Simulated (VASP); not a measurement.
# CdS (F-43m) in VASP: single point with PBE0

Aim: the single point of CdS with PBE0.

Everything below comes from runs of VASP 6.6.1. Logs are shortened: lines on timing, memory, paths and dates and some standing lists are left out, and cuts for length are marked.

**1. The cell of the first run**

It takes space group F-43m (No. 216, cubic). The conventional cell has a = 5.878 Å, b = 5.878 Å, c = 5.878 Å, α = 90.00°, β = 90.00°, γ = 90.00°. Within 3.4 Å of Cd (site symmetry -43m) lie 4 S at 2.55 Å. S (site symmetry -43m) has 4 Cd at 2.55 Å within 3.4 Å.

**2. Single point, PBE0**

Input file POSCAR:

```
CdS
1.0
    0.0000000000      2.9392148430      2.9392148430
    2.9392148430      0.0000000000      2.9392148430
    2.9392148430      2.9392148430      0.0000000000
Cd S
1 1
Direct
    0.0000000000      0.0000000000      0.0000000000
    0.2500000000      0.2500000000      0.2500000000
```

Input file INCAR.step1:

```
SYSTEM = CdS
PREC = Accurate
ENCUT = 520
EDIFF = 1E-5
ISMEAR = 0
SIGMA = 0.01
LREAL = .FALSE.
LASPH = .TRUE.
NELM = 100
ALGO = Normal
ISIF = 2
LWAVE = .TRUE.
NBANDS = 16
GGA = PE
```

Input file INCAR.step2:

```
SYSTEM = CdS
PREC = Accurate
ENCUT = 520
EDIFF = 1E-7
ISMEAR = 0
SIGMA = 0.01
LREAL = .FALSE.
LASPH = .TRUE.
NELM = 100
ALGO = Normal
ISIF = 2
LWAVE = .FALSE.
LCHARG = .TRUE.
GGA = PE
LHFCALC = .TRUE.
AEXX = 0.25
PRECFOCK = Normal
LELF = .TRUE.
LVHAR = .TRUE.
NBANDS = 16
ISTART = 1
```

Input file KPOINTS:

```
Automatic mesh
0
G
  6 6 6
  0 0 0
```

Potentials or basis: VASP PAW PBE potentials, release 64 (Cd, S).

On the command line:

```
> cat potpaw_PBE.64/Cd/POTCAR potpaw_PBE.64/S/POTCAR > POTCAR
> cp INCAR.step1 INCAR
> mpirun -np 1 vasp_std > vasp.out
> cp INCAR.step2 INCAR
> mpirun -np 1 vasp_std > vasp.out
```

OUTCAR:

```text
SYSTEM = CdS
   PREC = Accurate
   ENCUT = 520
   EDIFF = 1E-7
   ISMEAR = 0
   LREAL = .FALSE.
   LASPH = .TRUE.
   NELM = 100
   ISIF = 2
   GGA = PE
   LHFCALC = .TRUE.
   AEXX = 0.25
   PRECFOCK = Normal
   ISTART = 1

 ion  position               nearest neighbor table
   1  0.000  0.000  0.000-   2 2.55   2 2.55   2 2.55   2 2.55
   2  0.250  0.250  0.250-   1 2.55   1 2.55   1 2.55   1 2.55

  LATTYP: Found a face centered cubic cell.
 ALAT       =     5.8784296860

  Lattice vectors:

 A1 = (   0.0000000000,   2.9392148430,   2.9392148430)
 A2 = (   2.9392148430,   0.0000000000,   2.9392148430)
 A3 = (   2.9392148430,   2.9392148430,   0.0000000000)

Analysis of symmetry for initial positions (statically):
=====================================================================
 Subroutine PRICEL returns:
 Original cell was already a primitive cell.

 Routine SETGRP: Setting up the symmetry group for a
 face centered cubic supercell.

 Subroutine GETGRP returns: Found 24 space group operations
 (whereof 24 operations were pure point group operations)
 out of a pool of 48 trial point group operations.

The static configuration has the point symmetry T_d .

Analysis of symmetry for dynamics (positions and initial velocities):
=====================================================================
 Subroutine PRICEL returns:
 Original cell was already a primitive cell.

 Routine SETGRP: Setting up the symmetry group for a
 face centered cubic supercell.

 Subroutine GETGRP returns: Found 24 space group operations
 (whereof 24 operations were pure point group operations)
 out of a pool of 48 trial point group operations.

The dynamic configuration has the point symmetry T_d .

 Subroutine INISYM returns: Found 24 space group operations
 (whereof 24 operations are pure point group operations),
 and found     1 'primitive' translations

----------------------------------------------------------------------------------------

                                     Primitive cell

  volume of cell :      50.7837

  direct lattice vectors                    reciprocal lattice vectors
     0.000000000  2.939214843  2.939214843    -0.170113458  0.170113458  0.170113458
     2.939214843  0.000000000  2.939214843     0.170113458 -0.170113458  0.170113458
     2.939214843  2.939214843  0.000000000     0.170113458  0.170113458 -0.170113458

  length of vectors
     4.156677494  4.156677494  4.156677494     0.294645152  0.294645152  0.294645152

  position of ions in fractional coordinates (direct lattice)
     0.000000000  0.000000000  0.000000000
     0.250000000  0.250000000  0.250000000

  ion indices of the primitive-cell ions
   primitive index   ion index
                 1           1
                 2           2

----------------------------------------------------------------------------------------

 KPOINTS: Automatic mesh

Automatic generation of k-mesh.
 Grid dimensions read from file:
 generate k-points for:    6    6    6

 Generating k-lattice:

  Cartesian coordinates                     Fractional coordinates (reciprocal lattice)
    -0.028352243  0.028352243  0.028352243     0.166666667  0.000000000  0.000000000
     0.028352243 -0.028352243  0.028352243     0.000000000  0.166666667  0.000000000
     0.028352243  0.028352243 -0.028352243     0.000000000  0.000000000  0.166666667

  Length of vectors
     0.049107525  0.049107525  0.049107525

  Shift w.r.t. Gamma in fractional coordinates (k-lattice)
     0.000000000  0.000000000  0.000000000

 Subroutine IBZKPT returns following result:
 ===========================================

 Found     16 irreducible k-points:

 Following reciprocal coordinates:
            Coordinates               Weight
  0.000000  0.000000  0.000000      1.000000
  0.166667  0.000000  0.000000      8.000000
  0.333333  0.000000  0.000000      8.000000
  0.500000  0.000000  0.000000      4.000000
  0.166667  0.166667  0.000000      6.000000
  0.333333  0.166667  0.000000     24.000000
[... 8 lines left out ...]
 -0.333333  0.333333  0.166667     24.000000
 -0.333333  0.500000  0.166667     12.000000
   k-points           NKPTS =     16   k-points in BZ     NKDIM =    216   number of bands    NBANDS=     16
   number of dos      NEDOS =    301   number of ions     NIONS =      2
   total plane-waves  NPLWV =  32768
   dimension x,y,z NGX =    32 NGY =   32 NGZ =   32
   dimension x,y,z NGXF=    64 NGYF=   64 NGZF=   64
   ions per type =               1   1
   NGX,Y,Z   is equivalent  to a cutoff of  12.80, 12.80, 12.80 a.u.
   NGXF,Y,Z  is equivalent  to a cutoff of  25.60, 25.60, 25.60 a.u.
 SYSTEM =  CdS
   PREC   = accura    normal or accurate (medium, high low for compatibility)
   ISTART =      1    job   : 0-new  1-cont  2-samecut
   ICHARG =      0    charge: 1-file 2-atom 10-const
   ISPIN  =      1    spin polarized calculation?
   LNONCOLLINEAR =      F non collinear calculations
   LSORBIT =      F    spin-orbit coupling
   LASPH  =      T    aspherical Exc in radial PAW
   ENCUT  =  520.0 eV  38.22 Ry    6.18 a.u.   7.73  7.73  7.73*2*pi/ulx,y,z
   NELM   =    100;   NELMIN=  2; NELMDL=  0     # of ELM steps
   EDIFF  = 0.1E-06   stopping-criterion for ELM
   LREAL  =      F    real-space projection
   EDIFFG = 0.1E-05   stopping-criterion for IOM
   NSW    =      0    number of steps for IOM
   IBRION =     -1    ionic relax: 0-MD 1-quasi-New 2-CG
   NFREE  =      0    steps in history (QN), initial steepest desc. (CG)
   ISIF   =      2    stress and relaxation
   ISYM   =      3    0-nonsym 1-usesym 2-fastsym
   POTIM  = 0.5000    time-step for ionic-motion
   TEBEG  =    0.0;   TEEND  =   0.0 temperature during run
   PSTRESS=    0.0 pullay stress
   NELECT =      18.0000    total number of electrons
   NUPDOWN=      -1.0000    fix difference up-down
   EMIN   =  10.00;   EMAX   =-10.00  energy-range for DOS
   EFERMI =   0.00;   METHOD = LEGACY
   ISMEAR =     0;   SIGMA  =   0.01  broadening in eV -4-tet -1-fermi 0-gaus
   EFERMI_NEDOS =   21; number of points for ismear=-14 and -15
   IALGO  =     38    algorithm
   IMIX   =      1    mixing-type and parameters
     AMIX     =   0.40;   BMIX     =  1.00
     AMIX_MAG =   1.60;   BMIX_MAG =  1.00
  volume/ion in A,a.u.               =      25.39       171.35
  Fermi-wavevector in a.u.,A,eV,Ry     =   1.158575  2.189390 18.263062  1.342297
  Thomas-Fermi vector in A             =   2.295176
   LORBIT       =      0    0 simple, 1 ext, 2 COOP (PROOUT), +10 PAW based schemes
   GGA     = PE    functional components
   LHFCALC =     T    Hartree Fock is set to
   PRECFOCK=normal    Normal, Fast or Accurate (Low or Medium for compatibility)
   ENCUT4O =  -1.0   cutoff for four orbital integrals eV
   NKREDX  =     1    reduce k-point grid by
   NKREDY  =     1    reduce k-point grid by
   NKREDZ  =     1    reduce k-point grid by
   AEXX    =    0.2500 exact exchange contribution
   HFSCREEN=    0.0000 screening length (either q_TF or 0.3 A-1)
   HFSCREENC=   0.0000 screening length for correlation (either q_TF or 0.3 A-1)
   ENCUTFOCK=  -1.0 apply spherical cutoff to Coloumb kernel
   IVDW    =     0    specifies the selected vdW correction
   LEPSILON=     F    determine dielectric tensor
   LRPA    =     F    only Hartree local field effects (RPA)
 non-spin polarized calculation
 Gauss-broadening in eV      SIGMA  =   0.01
  energy-cutoff  :      520.00
  volume of cell :       50.78
 maximum number of plane-waves:      1381
  NGX = 24; NGY = 24; NGZ = 24

 number of electron      18.0000005 magnetization

 Free energy of the ion-electron system (eV)
  ---------------------------------------------------
  ext. energy  EPLUGINS =         0.00000000
  ---------------------------------------------------
  free energy    TOTEN  =        -8.18649084 eV

  energy without entropy =       -8.18649084  energy(sigma->0) =       -8.18649084

 E-fermi :   0.2372     XC(G=0):  -7.1353

 val. band max:        0.1014485514   @ k =   0.0000   0.0000   0.0000
 cond. band min:       2.8729740526   @ k =   0.0000   0.0000   0.0000
 fundamental gap:      2.7715255012
 Fermi energy:         0.2372397835

 k-point     1 :       0.0000    0.0000    0.0000
  band No.  band energies     occupation
      1     -13.3796      2.00000
      2      -8.7294      2.00000
      3      -8.7294      2.00000
      4      -8.7294      2.00000
      5      -8.2752      2.00000
      6      -8.2752      2.00000
[... 8 lines left out ...]
     15      13.6074      0.00000
     16      13.6074      0.00000

 k-point     2 :       0.1667    0.0000    0.0000
  band No.  band energies     occupation
      1     -13.2702      2.00000
      2      -8.6940      2.00000
      3      -8.6940      2.00000
      4      -8.6189      2.00000
      5      -8.2761      2.00000
      6      -8.2761      2.00000
[... 8 lines left out ...]
     15      12.7273      0.00000
     16      13.7563      0.00000

 k-point     3 :       0.3333    0.0000    0.0000
  band No.  band energies     occupation
      1     -13.0524      2.00000
      2      -8.6356      2.00000
      3      -8.6356      2.00000
      4      -8.2616      2.00000
      5      -8.2616      2.00000
      6      -8.2379      2.00000
[... 8 lines left out ...]
     15      13.1990      0.00000
     16      13.1990      0.00000

 k-point     4 :       0.5000    0.0000    0.0000
  band No.  band energies     occupation
      1     -12.9455      2.00000
      2      -8.6149      2.00000
      3      -8.6149      2.00000
      4      -8.2436      2.00000
      5      -8.2436      2.00000
      6      -7.8815      2.00000
[... 8 lines left out ...]
     15      14.7774      0.00000
     16      14.7774      0.00000
[... 172 lines left out ...]
 k-point    14 :       0.5000    0.3333    0.1667
  band No.  band energies     occupation
      1     -12.9149      2.00000
      2      -8.5518      2.00000
      3      -8.5393      2.00000
      4      -8.3590      2.00000
      5      -8.2404      2.00000
      6      -7.9507      2.00000
[... 8 lines left out ...]
     15      15.1770      0.00000
     16      15.4987      0.00000

 k-point    15 :      -0.3333    0.3333    0.1667
  band No.  band energies     occupation
      1     -12.8475      2.00000
      2      -8.5446      2.00000
      3      -8.5068      2.00000
      4      -8.3153      2.00000
      5      -8.2591      2.00000
      6      -7.7022      2.00000
[... 8 lines left out ...]
     15      14.5804      0.00000
     16      15.5967      0.00000

 k-point    16 :      -0.3333    0.5000    0.1667
  band No.  band energies     occupation
      1     -12.8145      2.00000
      2      -8.4998      2.00000
      3      -8.4790      2.00000
      4      -8.3514      2.00000
      5      -8.2380      2.00000
      6      -7.6698      2.00000
[... 8 lines left out ...]
     15      15.4324      0.00000
     16      15.5024      0.00000

------------------------ aborting loop because EDIFF is reached ----------------------------------------

  FORCE on cell =-STRESS in cart. coord.  units (eV):
  Direction    XX          YY          ZZ          XY          YZ          ZX
  --------------------------------------------------------------------------------------
  -------------------------------------------------------------------------------------
  Total        0.1074753      0.1074753      0.1074753      0.0000000      0.0000000     -0.0000000
  in kB        3.3907472      3.3907472      3.3907472      0.0000000      0.0000000     -0.0000000
  external PRESSURE =       3.3907472 kB  Pullay stress =       0.0000000 kB

 VOLUME and BASIS-vectors are now :
 -----------------------------------------------------------------------------
  energy-cutoff  :      520.00
  volume of cell :       50.78
      direct lattice vectors                 reciprocal lattice vectors
     0.000000000  2.939214843  2.939214843    -0.170113458  0.170113458  0.170113458
     2.939214843  0.000000000  2.939214843     0.170113458 -0.170113458  0.170113458
     2.939214843  2.939214843  0.000000000     0.170113458  0.170113458 -0.170113458

 POSITION                                       TOTAL-FORCE (eV/Angst)
 -----------------------------------------------------------------------------------
      0.00000      0.00000      0.00000         0.000000      0.000000      0.000000
      1.46961      1.46961      1.46961        -0.000000     -0.000000     -0.000000
 -----------------------------------------------------------------------------------
    total drift:                                0.000015      0.000017      0.000010

  FREE ENERGIE OF THE ION-ELECTRON SYSTEM (eV)
  ---------------------------------------------------
  free  energy   TOTEN  =        -8.1864908412 eV

  energy  without entropy=       -8.1864908412  energy(sigma->0) =       -8.18649084
```

Wall time 40 min (1 thread of Oxide Virtual Turin-like, shared host); peak memory 0.17 GiB.

Results:

| Property | Result |
| --- | --- |
| Free energy | -8.1865 eV |
| Pressure | 0.3 GPa |
| Band gap on the k mesh | 2.77 eV |

Levels at points of the mesh, in eV from the valence-band top:
```tsv
k point	band 5	band 6	band 7	band 8	band 9	band 10	band 11	band 12	band 13	band 14
(0.00, 0.00, 0.00)	-8.38	-8.38	0.00	0.00	0.00	2.77	8.44	8.44	8.44	13.34
(0.50, 0.00, 0.00)	-8.35	-7.98	-4.61	-0.79	-0.79	4.77	8.88	8.88	9.32	12.95
(0.50, 0.50, 0.00)	-8.30	-7.90	-4.17	-1.96	-1.96	5.17	6.16	11.17	12.88	12.88
```

Caveat: the PAW data sets were made with another functional, which shifts forces and pressure a little.
